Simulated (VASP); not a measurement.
# AlGa3N4 (Pm) in VASP: a series of runs

Runs on AlGa3N4. Level: PBEsol. Tasks: single point.

Everything below comes from runs of VASP 6.6.1. Logs are shortened: lines on timing, memory, paths and dates and some standing lists are left out, and cuts for length are marked.

### Step 1. The cell of the first run

It takes space group Pm (No. 6, monoclinic). The conventional cell has a = 5.162 Å, b = 3.177 Å, c = 5.396 Å, α = 90.00°, β = 90.04°, γ = 90.00°. Al (site symmetry m) has 4 N at 1.87 to 1.91 Å within 2.5 Å. Within 2.5 Å of Ga (site symmetry m) lie 4 N at 1.92 to 1.96 Å. Ga (site symmetry m) has 4 N at 1.91 to 1.97 Å within 2.5 Å. Ga (site symmetry m) has 4 N at 1.93 to 1.96 Å within 2.6 Å. Within 2.5 Å of N (site symmetry m) lie 1 Al at 1.87 Å and 3 Ga at 1.95 to 1.96 Å. N (site symmetry m) has 2 Al at 1.90 Å and 2 Ga at 1.93 to 1.97 Å within 2.5 Å. N (site symmetry m) has 4 Ga at 1.91 to 1.96 Å within 2.5 Å. N (site symmetry m) has 1 Al at 1.91 Å and 3 Ga at 1.92 to 1.94 Å within 2.5 Å.

### Step 2. Single point, PBEsol (uniaxial strain along c: -1.5 %)

Contents of INCAR:

```
  PREC = Accurate
  ENCUT = 520
  EDIFF = 1E-6
  ISMEAR = 0
  SIGMA = 0.02
  LREAL = F
  LASPH = T
  NELM = 60
  ALGO = Normal
  ISIF = 2
  LWAVE = F
  LCHARG = T
  GGA = PS
  LELF = T
  LVHAR = T
  NBANDS = 41
```

Contents of KPOINTS:

```
Automatic mesh
0
Gamma
  6 8 6
```

Contents of POSCAR:

```
AlGa3N4
1.0
    5.1616349826      0.0000000000      0.0000608283
    0.0000000000      3.1768534941      0.0000000000
   -0.0034043984      0.0000000000      5.3963168079
Al Ga N
1 3 4
Direct
    0.0006034235      0.5000000000      0.6673576246
    0.4991167026      0.5000000000      0.3349195796
    0.4990273840      0.0000000000      0.8315570006
    0.9998617813      0.0000000000      0.1661805284
    0.1196687536      0.5000000000      0.3400974151
    0.1176459797      0.0000000000      0.8263760593
    0.6204436392      0.0000000000      0.1662162869
    0.6312323461      0.5000000000      0.6672965055
```

Potentials or basis: VASP PAW PBE potentials, release 64 (Al, Ga_d, N).

On the command line:

```sh
> cat potpaw_PBE.64/Al/POTCAR potpaw_PBE.64/Ga_d/POTCAR potpaw_PBE.64/N/POTCAR > POTCAR
> mpirun -np 1 vasp_std > vasp.out
```

OUTCAR:

```text
PREC = Accurate
   ENCUT = 520
   EDIFF = 1E-6
   ISMEAR = 0
   LREAL = F
   LASPH = T
   NELM = 60
   ISIF = 2
   GGA = PS

 ion  position               nearest neighbor table
   1  0.001  0.500  0.667-   5 1.87   6 1.90   6 1.90   8 1.91   4 3.13   4 3.13   4 3.14   4 3.14
                             2 3.14
   2  0.499  0.500  0.335-   8 1.92   7 1.94   7 1.94   5 1.96   1 3.14
   3  0.499  0.000  0.832-   7 1.91   8 1.94   8 1.94   6 1.97
   4  1.000  0.000  0.166-   6 1.93   5 1.95   5 1.95   7 1.96   1 3.13   1 3.13   1 3.14   1 3.14

   5  0.120  0.500  0.340-   1 1.87   4 1.95   4 1.95   2 1.96
   6  0.118  0.000  0.826-   1 1.90   1 1.90   4 1.93   3 1.97
   7  0.620  0.000  0.166-   3 1.91   2 1.94   2 1.94   4 1.96
   8  0.631  0.500  0.667-   1 1.91   2 1.92   3 1.94   3 1.94

  LATTYP: Found a simple monoclinic cell.
 ALAT       =     5.1616349830
 B/A-ratio  =     0.6154742644
 C/A-ratio  =     1.0454667755
 COS(beta)  =    -0.0006190896

  Lattice vectors:

 A1 = (   5.1616349826,   0.0000000000,   0.0000608283)
 A2 = (   0.0000000000,   3.1768534941,   0.0000000000)
 A3 = (  -0.0034043984,   0.0000000000,   5.3963168079)

Analysis of symmetry for initial positions (statically):
=====================================================================
 Subroutine PRICEL returns:
 Original cell was already a primitive cell.

 Routine SETGRP: Setting up the symmetry group for a
 simple monoclinic supercell.

 Subroutine GETGRP returns: Found  2 space group operations
 (whereof  2 operations were pure point group operations)
 out of a pool of  4 trial point group operations.

The static configuration has the point symmetry C_1h.

Analysis of symmetry for dynamics (positions and initial velocities):
=====================================================================
 Subroutine PRICEL returns:
 Original cell was already a primitive cell.

 Routine SETGRP: Setting up the symmetry group for a
 simple monoclinic supercell.

 Subroutine GETGRP returns: Found  2 space group operations
 (whereof  2 operations were pure point group operations)
 out of a pool of  4 trial point group operations.

The dynamic configuration has the point symmetry C_1h.

 Subroutine INISYM returns: Found  2 space group operations
 (whereof  2 operations are pure point group operations),
 and found     1 'primitive' translations

[... 106 lines left out ...]
   EDIFF  = 0.1E-05   stopping-criterion for ELM
   LREAL  =      F    real-space projection
   EDIFFG = 0.1E-04   stopping-criterion for IOM
   NSW    =      0    number of steps for IOM
   IBRION =     -1    ionic relax: 0-MD 1-quasi-New 2-CG
   NFREE  =      0    steps in history (QN), initial steepest desc. (CG)
   ISIF   =      2    stress and relaxation
   ISYM   =      2    0-nonsym 1-usesym 2-fastsym
   POTIM  = 0.5000    time-step for ionic-motion
   TEBEG  =    0.0;   TEEND  =   0.0 temperature during run
   PSTRESS=    0.0 pullay stress
   NELECT =      62.0000    total number of electrons
   NUPDOWN=      -1.0000    fix difference up-down
   EMIN   =  10.00;   EMAX   =-10.00  energy-range for DOS
   EFERMI =   0.00;   METHOD = LEGACY
   ISMEAR =     0;   SIGMA  =   0.02  broadening in eV -4-tet -1-fermi 0-gaus
   EFERMI_NEDOS =   21; number of points for ismear=-14 and -15
   IALGO  =     38    algorithm
   IMIX   =      4    mixing-type and parameters
     AMIX     =   0.40;   BMIX     =  1.00
     AMIX_MAG =   1.60;   BMIX_MAG =  1.00
  volume/ion in A,a.u.               =      11.06        74.64
  Fermi-wavevector in a.u.,A,eV,Ry     =   1.454046  2.747748 28.766107  2.114249
  Thomas-Fermi vector in A             =   2.571242
   LORBIT       =      0    0 simple, 1 ext, 2 COOP (PROOUT), +10 PAW based schemes
   GGA     = PS    functional components
   LHFCALC =     F    Hartree Fock is set to
   AEXX    =    0.0000 exact exchange contribution
   IVDW    =     0    specifies the selected vdW correction
   LEPSILON=     F    determine dielectric tensor
   LRPA    =     F    only Hartree local field effects (RPA)
 non-spin polarized calculation
 Gauss-broadening in eV      SIGMA  =   0.02
  energy-cutoff  :      520.00
  volume of cell :       88.49
 maximum number of plane-waves:      2412
 NGX is ok and might be reduce to    40
   NGX = 19   NGY = 11   NGZ = 21

 number of electron      61.9999982 magnetization

 Free energy of the ion-electron system (eV)
  ---------------------------------------------------
  ext. energy  EPLUGINS =         0.00000000
  ---------------------------------------------------
  free energy    TOTEN  =       -55.00134656 eV

  energy without entropy =      -55.00134656  energy(sigma->0) =      -55.00134656

 E-fermi :   5.7012     XC(G=0): -11.7749

 val. band max:        5.5370524359   @ k =   0.0000   0.0000   0.0000
 cond. band min:       7.9248042828   @ k =   0.0000   0.0000   0.0000
 fundamental gap:      2.3877518469
 Fermi energy:         5.7011680847

 k-point     1 :       0.0000    0.0000    0.0000
  band No.  band energies     occupation
      1     -10.3748      2.00000
      2      -9.3856      2.00000
      3      -9.1772      2.00000
      4      -8.9123      2.00000
      5      -7.7276      2.00000
      6      -7.7166      2.00000
[... 1045 lines left out ...]
     40      15.5724      0.00000
     41      15.9742      0.00000

 [... further k-points ...]
[... 5 lines left out ...]
  --------------------------------------------------------------------------------------
  -------------------------------------------------------------------------------------
  Total       -0.5917878     -0.2279712      3.1596087      0.0000000      0.0000000      0.0036755
  in kB      -10.7150618     -4.1277047     57.2086846      0.0000000      0.0000000      0.0665501
  external PRESSURE =      14.1219727 kB  Pullay stress =       0.0000000 kB

 VOLUME and BASIS-vectors are now :
 -----------------------------------------------------------------------------
  energy-cutoff  :      520.00
  volume of cell :       88.49
      direct lattice vectors                 reciprocal lattice vectors
     5.161634983  0.000000000  0.000060828     0.193737061  0.000000000  0.000122224
     0.000000000  3.176853494  0.000000000     0.000000000  0.314776870  0.000000000
    -0.003404398  0.000000000  5.396316808    -0.000002184  0.000000000  0.185311580

 POSITION                                       TOTAL-FORCE (eV/Angst)
 -----------------------------------------------------------------------------------
      0.00084      1.58843      3.60127        -0.105128      0.000000      0.175586
      2.57512      1.58843      1.80736        -0.103784      0.000000     -0.164822
      2.57297      0.00000      4.48738        -0.092380      0.000000     -0.178888
      5.16036      0.00000      0.89682        -0.103205      0.000000      0.166319
      0.61653      1.58843      1.83528         0.116400      0.000000     -0.211742
      0.60443      0.00000      4.45939         0.085117      0.000000     -0.181704
      3.20194      0.00000      0.89699         0.097757      0.000000      0.205886
      3.25592      1.58843      3.60098         0.105222      0.000000      0.189364
 -----------------------------------------------------------------------------------
    total drift:                               -0.000349      0.000000     -0.000178

  FREE ENERGIE OF THE ION-ELECTRON SYSTEM (eV)
  ---------------------------------------------------
  free  energy   TOTEN  =       -55.0013465587 eV

  energy  without entropy=      -55.0013465587  energy(sigma->0) =      -55.00134656
```

OSZICAR:

```text
N       E                     dE             d eps       ncg     rms          rms(c)
DAV:   1     0.631027276585E+03    0.63103E+03   -0.27909E+04  9202   0.260E+03
DAV:   2     0.534627916328E+02   -0.57756E+03   -0.53693E+03  8704   0.647E+02
DAV:   3    -0.550303061858E+02   -0.10849E+03   -0.10536E+03  9352   0.196E+02
DAV:   4    -0.626986135827E+02   -0.76683E+01   -0.76015E+01 11325   0.555E+01
DAV:   5    -0.628844343822E+02   -0.18582E+00   -0.18553E+00  9920   0.846E+00    0.151E+01
DAV:   6    -0.548742201860E+02    0.80102E+01   -0.22441E+01 15088   0.581E+01    0.455E+00
DAV:   7    -0.550939371961E+02   -0.21972E+00   -0.40046E+00  9711   0.111E+01    0.391E+00
DAV:   8    -0.550382926022E+02    0.55645E-01   -0.52143E-01 13027   0.908E+00    0.107E+00
DAV:   9    -0.550001131855E+02    0.38179E-01   -0.15189E-01 13552   0.628E+00    0.422E-01
DAV:  10    -0.550011968181E+02   -0.10836E-02   -0.17267E-02  9782   0.967E-01    0.201E-01
DAV:  11    -0.550013262405E+02   -0.12942E-03   -0.12287E-03 12405   0.820E-01    0.552E-02
DAV:  12    -0.550013323572E+02   -0.61167E-05   -0.29259E-04 12635   0.424E-01    0.194E-02
DAV:  13    -0.550013459044E+02   -0.13547E-04   -0.13238E-04 10746   0.741E-02    0.104E-02
DAV:  14    -0.550013465587E+02   -0.65432E-06   -0.38599E-06  9628   0.339E-02
   1 F= -.55001347E+02 E0= -.55001347E+02  d E =-.223822E-33
```

stdout:

```text
POSCAR found type information on POSCAR AlGaN
 POSCAR found :  3 types and       8 ions
 scaLAPACK will be used
 -----------------------------------------------------------------------------
|                                                                             |
|                                                                             |
|     You enforced a specific xc type in the INCAR file but a different       |
|     I HOPE YOU KNOW WHAT YOU ARE DOING!                                     |
|                                                                             |
 -----------------------------------------------------------------------------

 LDA part: xc-table for (Slater+PW92), standard interpolation
 POSCAR, INCAR and KPOINTS ok, starting setup
 FFT: planning ... GRIDC
 FFT: planning ... GRID_SOFT
 FFT: planning ... GRID
 WAVECAR not read
 entering main loop
```

It took 3.1 min on 1 thread of AMD EPYC 9R45 (Zen 5), shared host; peak memory 0.36 GiB.

What came out:

* Free energy: -55.0013 eV
* Pressure: 1.4 GPa
* Largest force: 0.242 eV/Å
* Band gap on the k mesh: 2.39 eV

Forces in eV/Å, atoms in the order of the input:
```
Al  -0.105  0.000  0.176
Ga  -0.104  0.000 -0.165
Ga  -0.092  0.000 -0.179
Ga  -0.103  0.000  0.166
N    0.116  0.000 -0.212
N    0.085  0.000 -0.182
N    0.098  0.000  0.206
N    0.105  0.000  0.189
```

Caveat: the cell differs from its parent crystal (uniaxial strain along c: -1.5 %); the PAW data sets were made with another functional, which shifts forces and pressure a little.

### Step 3. Single point, PBEsol

This run uses another cell than the first one, of 11.15 Å³/atom.

Contents of INCAR:

```
SYSTEM = AlGa3N4
PREC = Accurate
ENCUT = 520
EDIFF = 1E-7
ISMEAR = 0
SIGMA = 0.02
LREAL = .FALSE.
LASPH = .TRUE.
NELM = 80
ALGO = Normal
ISIF = 2
LWAVE = .FALSE.
LCHARG = .TRUE.
GGA = PS
LELF = .TRUE.
LVHAR = .TRUE.
NBANDS = 41
```

Contents of KPOINTS:

```
regular mesh
0
G
  6 8 6
  0 0 0
```

POSCAR, as its differences from that of step 2:

```diff
@@ -2,5 +2,5 @@
 1.0
-    5.1616349826      0.0000000000      0.0000608283
-    0.0000000000      3.1768534941      0.0000000000
-   -0.0034043984      0.0000000000      5.3963168079
+    5.1423512040      0.0000000000      0.0000000000
+    0.0000000000      3.1649848011      0.0000000000
+   -0.0034562421      0.0000000000      5.4784942212
 Al Ga N
```

Potentials or basis: VASP PAW PBE potentials, release 64 (Al, Ga_d, N).

On the command line:

```sh
> cat potpaw_PBE.64/Al/POTCAR potpaw_PBE.64/Ga_d/POTCAR potpaw_PBE.64/N/POTCAR > POTCAR
> mpirun -np 1 vasp_std > vasp.out
```

Run time: 5.1 min. Hardware: 1 thread of Intel Xeon Platinum 8488C (Sapphire Rapids), shared host; peak memory 0.4 GiB.

It converged, with:

| Item | Value |
| --- | --- |
| Free energy | -55.0264 eV |
| Pressure | -0.2 GPa |
| Largest force | 0.014 eV/Å |
| Band gap on the k mesh | 2.38 eV |

Forces on the atoms (eV/Å):
```
Al   0.003  0.000  0.001
Ga   0.005  0.000  0.000
Ga   0.008  0.000  0.001
Ga  -0.008  0.000  0.003
N    0.004  0.000 -0.008
N    0.003  0.000  0.006
N    0.000  0.000 -0.001
N   -0.014  0.000 -0.002
```

Levels at points of the mesh, in eV from the valence-band top:
| k point | band 28 | band 29 | band 30 | band 31 | band 32 | band 33 | band 34 | band 35 |
| --- | --- | --- | --- | --- | --- | --- | --- | --- |
| (0.00, 0.00, 0.00) | -0.86 | -0.09 | -0.03 | 0.00 | 2.38 | 4.62 | 5.17 | 5.72 |
| (0.50, 0.00, 0.00) | -0.73 | -0.67 | -0.36 | -0.36 | 4.40 | 4.48 | 4.58 | 5.03 |
| (0.00, 0.50, 0.00) | -2.10 | -2.06 | -1.84 | -1.80 | 5.56 | 5.59 | 6.88 | 7.07 |
| (0.50, 0.50, 0.00) | -1.70 | -1.47 | -1.44 | -1.42 | 5.71 | 5.88 | 5.97 | 6.24 |
| (0.00, 0.00, 0.50) | -0.78 | -0.61 | -0.58 | -0.34 | 4.57 | 4.73 | 6.11 | 6.43 |
| (0.50, 0.00, 0.50) | -1.56 | -1.18 | -1.14 | -1.10 | 5.32 | 5.38 | 5.46 | 5.81 |
| (0.00, 0.50, 0.50) | -2.23 | -2.15 | -0.98 | -0.87 | 4.83 | 5.16 | 5.61 | 5.72 |
| (0.50, 0.50, 0.50) | -1.77 | -1.74 | -1.66 | -1.64 | 4.32 | 4.40 | 4.47 | 4.87 |

Caveat: the PAW data sets were made with another functional, which shifts forces and pressure a little.

### Step 4. Single point, PBEsol (uniaxial strain along c: +1.5 %, then relaxed in part)

Contents of INCAR:

```
SYSTEM = AlGa3N4
ALGO = Normal
EDIFF = 1E-6
ENCUT = 520
GGA = PS
ISIF = 2
ISMEAR = 0
LASPH = .True.
LCHARG = .False.
LREAL = .False.
LWAVE = .False.
NBANDS = 41
NELM = 100
PREC = Accurate
SIGMA = 0.02
```

Contents of KPOINTS:

```
k-points
0
Gamma
  6 8 6
  0 0 0
```

Contents of POSCAR:

```
AlGa3N4
1.0
    5.1285156163      0.0000000000     -0.0000591412
    0.0000000000      3.1504125076      0.0000000000
   -0.0035099852      0.0000000000      5.5606716334
Al Ga N
1 3 4
Direct
    0.0011698098      0.5000000000      0.6669176109
    0.4997944259      0.5000000000      0.3354532929
    0.4997675065      0.0000000000      0.8321968128
    1.0005639385      0.0000000000      0.1656159159
    0.1189063678      0.5000000000      0.3418707601
    0.1170609664      0.0000000000      0.8282531823
    0.6198671216      0.0000000000      0.1643046950
    0.6304698737      0.5000000000      0.6653887301
```

On the command line:

```sh
> cat potpaw_PBE.64/Al/POTCAR potpaw_PBE.64/Ga_d/POTCAR potpaw_PBE.64/N/POTCAR > POTCAR
> mpirun -np 1 vasp_std > vasp.out
```

Run time: 4.3 min. Hardware: 1 thread of Intel Xeon Platinum 8488C (Sapphire Rapids), shared host; peak memory 0.39 GiB.

It converged, with:

```
Free energy            : -55.0076 eV
Pressure               : -1.6 GPa
Largest force          : 0.011 eV/Å
Band gap on the k mesh : 2.29 eV
```

Forces on the atoms (eV/Å):
```
Al   0.000  0.000  0.001
Ga   0.002  0.000 -0.005
Ga   0.004  0.000  0.002
Ga  -0.005  0.000  0.005
N    0.008  0.000 -0.007
N    0.004  0.000  0.003
N   -0.001  0.000  0.002
N   -0.011  0.000 -0.001
```

Stress tensor (GPa, compression positive):
```
-0.10  0.00  0.02
 0.00 -0.15  0.00
 0.02  0.00 -4.58
```

Levels at points of the mesh, in eV from the valence-band top:
```
           k point  band 29  band 30  band 31  band 32  band 33  band 34
(0.00, 0.00, 0.00)    -0.15    -0.09     0.00     2.29     4.46     5.25
(0.50, 0.00, 0.00)    -0.66    -0.50    -0.36     4.35     4.43     4.49
(0.00, 0.50, 0.00)    -2.10    -1.85    -1.83     5.54     5.56     6.78
(0.50, 0.50, 0.00)    -1.46    -1.41    -1.41     5.66     5.81     5.90
(0.00, 0.00, 0.50)    -0.63    -0.57    -0.30     4.52     4.69     6.11
(0.50, 0.00, 0.50)    -1.13    -1.10    -1.05     5.29     5.35     5.42
(0.00, 0.50, 0.50)    -2.13    -1.07    -0.97     4.59     4.97     5.51
(0.50, 0.50, 0.50)    -1.75    -1.65    -1.63     4.24     4.34     4.39
```

Caveat: the cell differs from its parent crystal (uniaxial strain along c: +1.5 %, then relaxed in part); the PAW data sets were made with another functional, which shifts forces and pressure a little.

### Step 5. Single point, PBEsol

This run uses another cell than the first one, of 10.87 Å³/atom.

Contents of INCAR:

```
SYSTEM = AlGa3N4
  PREC = Accurate
  ENCUT = 520
  EDIFF = 1E-7
  ISMEAR = 0
  SIGMA = 0.02
  LREAL = .FALSE.
  LASPH = .TRUE.
  NELM = 60
  ALGO = Normal
  ISIF = 2
  LWAVE = .FALSE.
  LCHARG = .FALSE.
  GGA = PS
  NBANDS = 41
```

Contents of KPOINTS:

```
regular mesh
0
G
  6 8 6
  0 0 0
```

Contents of POSCAR:

```
AlGa3N4
1.0
    5.0994827839      0.0000000000     -0.0000252101
    0.0000000000      3.1391585029      0.0000000000
   -0.0037110270      0.0000000000      5.4331297598
Al Ga N
1 3 4
Direct
    0.0007384446      0.5000000000      0.6674125558
    0.4990903065      0.5000000000      0.3349856659
    0.4989907918      0.0000000000      0.8314678052
    0.9998008937      0.0000000000      0.1661402645
    0.1196076713      0.5000000000      0.3401095401
    0.1176226141      0.0000000000      0.8263685334
    0.6203884529      0.0000000000      0.1661819672
    0.6313608350      0.5000000000      0.6673346679
```

On the command line:

```sh
> cat potpaw_PBE.64/Al/POTCAR potpaw_PBE.64/Ga_d/POTCAR potpaw_PBE.64/N/POTCAR > POTCAR
> mpirun -np 1 vasp_std > vasp.out
```

Run time: 4.1 min. Hardware: 1 thread of Intel Xeon Platinum 8488C (Sapphire Rapids), shared host; peak memory 0.39 GiB.

It converged, with:

```yaml
Free_energy: -54.9937 eV
Pressure: 4.9 GPa
Largest_force: 0.014 eV/Å
Band_gap_on_the_k_mesh: 2.55 eV
```

Forces on the atoms (eV/Å):
```
Al   0.000  0.000  0.002
Ga   0.002  0.000 -0.001
Ga   0.002  0.000  0.002
Ga  -0.004  0.000  0.001
N    0.006  0.000 -0.013
N    0.008  0.000  0.009
N   -0.001  0.000  0.000
N   -0.014  0.000  0.000
```

Levels at points of the mesh, in eV from the valence-band top:
```
           k point  band 29  band 30  band 31  band 32  band 33  band 34
(0.00, 0.00, 0.00)    -0.09    -0.03     0.00     2.55     4.79     5.24
(0.50, 0.00, 0.00)    -0.70    -0.37    -0.36     4.48     4.59     4.74
(0.00, 0.50, 0.00)    -2.12    -1.89    -1.86     5.57     5.60     7.08
(0.50, 0.50, 0.00)    -1.52    -1.48    -1.47     5.81     5.98     6.07
(0.00, 0.00, 0.50)    -0.63    -0.60    -0.34     4.73     4.88     6.27
(0.50, 0.00, 0.50)    -1.21    -1.18    -1.13     5.42     5.49     5.58
(0.00, 0.50, 0.50)    -2.22    -1.01    -0.89     4.90     5.22     5.68
(0.50, 0.50, 0.50)    -1.79    -1.70    -1.68     4.39     4.47     4.56
```

Caveat: the cell stands under pressure; the PAW data sets were made with another functional, which shifts forces and pressure a little.

### Step 6. The runs side by side

```tsv
cell	gap on the mesh (eV)	pressure (GPa)	largest force (eV/Å)
a = 5.162, b = 3.177, c = 5.396 Å, 8 atoms, atomic positions A	2.39	1.4	0.24
a = 5.142, b = 3.165, c = 5.478 Å, 8 atoms, atomic positions A	2.38	-0.2	0.01
a = 5.129, b = 3.150, c = 5.561 Å, 8 atoms, atomic positions B	2.29	-1.6	0.01
a = 5.099, b = 3.139, c = 5.433 Å, 8 atoms, atomic positions A	2.55	4.9	0.01
```

Alike in all rows: task single point; level PBEsol; potentials or basis VASP PAW PBE potentials, release 64 (Al, Ga_d, N); no spin polarisation; k mesh 6 × 8 × 6; cutoff (eV) 520; smearing gaussian 0.02 eV.

Caveats: the PAW data sets were made with another functional, which shifts forces and pressure a little; the cell stands under pressure (at least some runs).

Absolute energies hang on the potentials; compare differences alone.
